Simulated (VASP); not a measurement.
AlN (sol): single point with PBEsol

Crystal: AlN (sol).

```
CELL_PARAMETERS angstrom
3.11358 0.00000 0.00000
-1.55679 2.69644 0.00000
0.00000 0.00000 4.98313
ATOMIC_POSITIONS crystal
Al 0.33333 0.66667 0.96460
Al 0.66667 0.33333 0.46460
N 0.33333 0.66667 0.41740
N 0.66667 0.33333 0.91740
```

| Property | Result |
| --- | --- |
| Program | VASP 6.6.1 |
| Task | single point |
| Functional | PBEsol |
| Potentials or basis | VASP PAW PBE potentials, release 64 (Al, N) |
| Cutoff | 520 eV |
| k mesh | 9 × 9 × 6 |
| Occupations | gaussian, width 0.01 eV |
| Spin | no spin polarisation |
| Dipole correction | no |
| Further INCAR settings | ALGO = Normal; EDIFF = 1e-07; NBANDS = 16 |

```json
{
 "Pressure": "5.9 GPa",
 "Largest force": "1.190 eV/Å",
 "Band gap on the k mesh": "3.01 eV, direct"
}
```

Forces in eV/Å, atoms in the order of the input:
```
Al   0.000  0.000  1.190
Al   0.000  0.000  1.190
N    0.000  0.000 -1.190
N    0.000  0.000 -1.190
```

Stress tensor (GPa, compression positive):
```
 14.92   0.00   0.00
  0.00  14.92   0.00
  0.00   0.00 -12.16
```

Levels at points of the mesh, in eV from the valence-band top:
```
           k point  band 6  band 7  band 8  band 9  band 10  band 11
(0.00, 0.00, 0.00)   -1.61   -1.61    0.00    3.01     5.79     9.95
(0.00, 0.00, 0.50)   -1.95   -1.95   -1.95    5.72     5.72     9.22
```

It took 17 s on 1 thread of AMD EPYC 9R14 (Zen 4), on a shared host, peak memory 0.13 GiB.

Caveat: the PAW data sets were made with another functional, which shifts forces and pressure a little. PBEsol gaps usually lie below the measured ones, often by a third to a half.
